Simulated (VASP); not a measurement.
Wanted: the native input for a VASP 6.6.1 run.

```yaml
Task: single point
Functional: PBEsol
Potentials_or_basis: VASP PAW PBE potentials, release 64 (Zn, S)
Cutoff: 500 eV
k_mesh: 8 × 8 × 8
Occupations: gaussian, width 0.01 eV
Spin: no spin polarisation
Dipole_correction: no
Further_INCAR_settings: ALGO = Normal; EDIFF = 1e-06; NBANDS = 16
```

The structure of ZnS lies in POSCAR:

```
ZnS
1.0
    2.7045472975      2.7045472975      0.0000000000
   -2.7045472975      2.7045472975      0.0000000000
    0.0000000000      2.7045472975      2.6461561736
Zn S
1 1
Direct
    0.7500000000      0.2500000000      0.5000000000
    0.0000000000      0.0000000000      0.0000000000
```

This cell differs from its parent crystal: in-plane strain +0.01, then relaxed in part.

These files were run (other wordings do the same):

INCAR

```
SYSTEM = ZnS
ALGO = Normal ; EDIFF = 1E-6
ENCUT = 500 ; GGA = PS
GGA_COMPAT = .False. ; ISIF = 2
ISMEAR = 0 ; LASPH = .True.
LCHARG = .False. ; LREAL = .False.
LWAVE = .False. ; NBANDS = 16
NELM = 120 ; PREC = Accurate
SIGMA = 0.01
```

KPOINTS

```
k-points
0
Gamma
  8 8 8
  0 0 0
```

Potentials or basis: VASP PAW PBE potentials, release 64 (Zn, S).

Launch:

```sh
$ cat potpaw_PBE.64/Zn/POTCAR potpaw_PBE.64/S/POTCAR > POTCAR
$ mpirun -np 1 vasp_std > vasp.out
```

It gave:

The pressure is -0.4 GPa and the band gap on the k mesh is 2.01 eV, direct.

Caveat: the cell differs from its parent crystal (in-plane strain +0.01, then relaxed in part); the PAW data sets were made with another functional, which shifts forces and pressure a little.

It took 22 s on 1 thread of Intel(R) Xeon(R) Platinum 8488C (Sapphire Rapids), on a shared host, peak memory 0.17 GiB.
